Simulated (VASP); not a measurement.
Crystal: Ni.

```xyz
1
Lattice="0.0000 1.7381 1.7381 1.7381 0.0000 1.7381 1.7381 1.7381 0.0000" Properties=species:S:1:pos:R:3 pbc="T T T"
Ni    0.0000    0.0000    0.0000
```

Program: VASP 6.6.1. Alike in all runs: task single point; level r2SCAN; potentials or basis VASP PAW PBE potentials, release 64 (Ni); spin collinear, ferromagnetic start; cell as given; cutoff (eV) 520.

Q: Order these runs on this cell by their pressure, lowest first.
A. k mesh 15 × 15 × 15; smearing gaussian 1 eV
B. k mesh 15 × 15 × 15; smearing methfessel-paxton 0.03 eV
C. k mesh 15 × 15 × 15; smearing fermi-dirac 0.6 eV
D. k mesh 15 × 15 × 15; smearing fermi-dirac 1 eV
E. k mesh 2 × 2 × 2; smearing fermi-dirac 0.05 eV

A: B (0.3 GPa), A (2.9 GPa), C (8.3 GPa), D (20.4 GPa), E (33.7 GPa).

Caveats: some runs use coarse meshes; the PAW data sets were made with another functional, which shifts forces and pressure a little.
